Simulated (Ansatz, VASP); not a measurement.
## One calculation of GaP, two programs

File POSCAR:

```
GaP
1.0
    0.0000000000      2.7252500000      2.7252500000
    2.9977750000      0.0000000000      2.7252500000
    2.9977750000      2.7252500000      0.0000000000
Ga P
1 1
Direct
    0.0000000000      0.0000000000      0.0000000000
    0.7500000000      0.7500000000      0.7500000000
```

INCAR.step1

```
SYSTEM = GaP
ALGO     = Normal         ! electronic algorithm
EDIFF    = 1E-4           ! SCF threshold, eV
ENCUT    = 520            ! plane-wave cutoff, eV
GGA      = PE             ! functional
ISMEAR   = 0              ! smearing method
LASPH    = .True.         ! aspherical terms in the spheres
LCHARG   = .False.        ! write CHGCAR
LREAL    = .False.        ! projectors in reciprocal space
LWAVE    = .True.         ! write WAVECAR
NBANDS   = 16             ! bands
NELM     = 60             ! most SCF steps
PREC     = Accurate       ! precision mode
SIGMA    = 0.05           ! smearing width, eV
```

Contents of INCAR.step2:

```
SYSTEM = GaP
ALGO     = Normal         ! electronic algorithm
EDIFF    = 1E-7           ! SCF threshold, eV
ENCUT    = 520            ! plane-wave cutoff, eV
ISIF     = 2              ! what is computed and relaxed
ISMEAR   = 0              ! smearing method
ISTART   = 1            
LASPH    = .True.         ! aspherical terms in the spheres
LCHARG   = .False.        ! write CHGCAR
LMIXTAU  = .True.       
LREAL    = .False.        ! projectors in reciprocal space
LWAVE    = .False.        ! write WAVECAR
METAGGA  = R2SCAN         ! meta-GGA
NBANDS   = 16             ! bands
NELM     = 60             ! most SCF steps
PREC     = Accurate       ! precision mode
SIGMA    = 0.05           ! smearing width, eV
```

Contents of KPOINTS:

```
k-points
0
Gamma
  8 8 8
  0 0 0
```

Input for Ansatz:

```yaml
crystal:
  lattice:
    - [0.0, 2.72525, 2.72525]
    - [2.997775, 0.0, 2.72525]
    - [2.997775, 2.72525, 0.0]
  atoms:
    - { symbol: Ga, position: [0.0, 0.0, 0.0] }
    - { symbol: P, position: [0.75, 0.75, 0.75] }
basis:
  ecutwfc: 500
kpoints:
  mp_grid: { grid: [8, 8, 8] }
hamiltonian:
  xc: r2scan
scf:
  occupations: { method: gaussian, width: 0.05 }
output:
  forces: true
  stress: true
  eigenvalues: true
```

Change from the starting cell: strain +0.1000 x Voigt [1, 0, 0, 0, 0, 0], atoms carried along.

Alike in both runs: task single point; functional r2SCAN; k mesh 8 × 8 × 8; occupations gaussian, width 0.05 eV; no spin polarisation.

|  | VASP | Ansatz |
| --- | --- | --- |
| version | VASP 6.6.1 | Ansatz 0.2.0 |
| potentials or method | VASP PAW PBE potentials, release 64 (Ga_d, P), cutoff 520 eV | scalar-relativistic, plane waves, PAW |
| valence electrons in the cell | 18 | 18 |

VASP gave:

| Quantity | Value |
| --- | --- |
| gap on the k mesh at the Fermi level (eV) | 1.23 |
| least direct gap on the mesh (eV) | 1.23 |
| pressure (GPa) | -6.8 |
| traceless stress, the component that is largest in VASP (GPa) | -5.74 |

**Question.** What did Ansatz give for the same quantities?

**Answer.** gap on the k mesh at the Fermi level (eV): 1.25; least direct gap on the mesh (eV): 1.25; pressure (GPa): -6.8; traceless stress, the component that is largest in VASP (GPa): -5.73.

VASP's potentials were made for PBE, not for r2SCAN. With one functional, cell and mesh, what is left measures potentials, basis and numerics.
